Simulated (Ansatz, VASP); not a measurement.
# NaCl: VASP beside Ansatz

The input INCAR:

```
SYSTEM = NaCl
PREC = Accurate
ENCUT = 520
EDIFF = 1E-7
ISMEAR = 0
SIGMA = 0.05
LREAL = .False.
LASPH = .True.
NELM = 100
ALGO = Normal
ISIF = 2
LWAVE = .False.
LCHARG = .True.
GGA = PS
LELF = .True.
LVHAR = .True.
NBANDS = 14
```

The input KPOINTS:

```
Automatic mesh
0
Gamma
  8 8 8
  0 0 0
```

Contents of POSCAR:

```
NaCl
1.0
    0.0000000000      2.7255593750      2.8317500000
    2.9379406250      0.0000000000      2.8317500000
    2.9379406250      2.7255593750      0.0000000000
Na Cl
1 1
Direct
    0.0000000000      0.0000000000      0.0000000000
    0.5000000000      0.5000000000      0.5000000000
```

Input for Ansatz:

```yaml
crystal:
  lattice:
    - [0.0, 2.725559375, 2.83175]
    - [2.937940625, 0.0, 2.83175]
    - [2.937940625, 2.725559375, 0.0]
  atoms:
    - { symbol: Na, position: [0.0, 0.0, 0.0] }
    - { symbol: Cl, position: [0.5, 0.5, 0.5] }
basis:
  ecutwfc: 420
kpoints:
  mp_grid: { grid: [8, 8, 8] }
hamiltonian:
  xc: pbesol
scf:
  occupations: { method: gaussian, width: 0.05 }
output:
  forces: true
  stress: true
  eigenvalues: true
```

Change from the starting cell: strain +0.0375 x Voigt [1, -1, 0, 0, 0, 0], atoms carried along.

Alike in both runs: task single point; functional PBEsol; k mesh 8 × 8 × 8; occupations gaussian, width 0.05 eV; no spin polarisation.

|  | VASP | Ansatz |
| --- | --- | --- |
| version | VASP 6.6.1 | Ansatz 0.2.0 |
| potentials or method | VASP PAW PBE potentials, release 64 (Na_pv, Cl), cutoff 520 eV | scalar-relativistic, plane waves, PAW |
| valence electrons in the cell | 14 | 16 |

Ansatz gave:

* gap on the k mesh at the Fermi level (eV): 4.88
* least direct gap on the mesh (eV): 4.88
* pressure (GPa): -0.5
* traceless stress, the component that is largest in VASP (GPa): 1.50

Question: What did VASP give for the same quantities?

Answer: gap on the k mesh at the Fermi level (eV): 4.87; least direct gap on the mesh (eV): 4.87; pressure (GPa): -0.5; traceless stress, the component that is largest in VASP (GPa): 1.53.

VASP's potentials were made for PBE, not for PBEsol. With one functional, cell and mesh, what is left measures potentials, basis and numerics. VASP's potentials hold 14 valence electrons a cell and Ansatz's 16, so a difference there can come from the potentials and not from the codes.
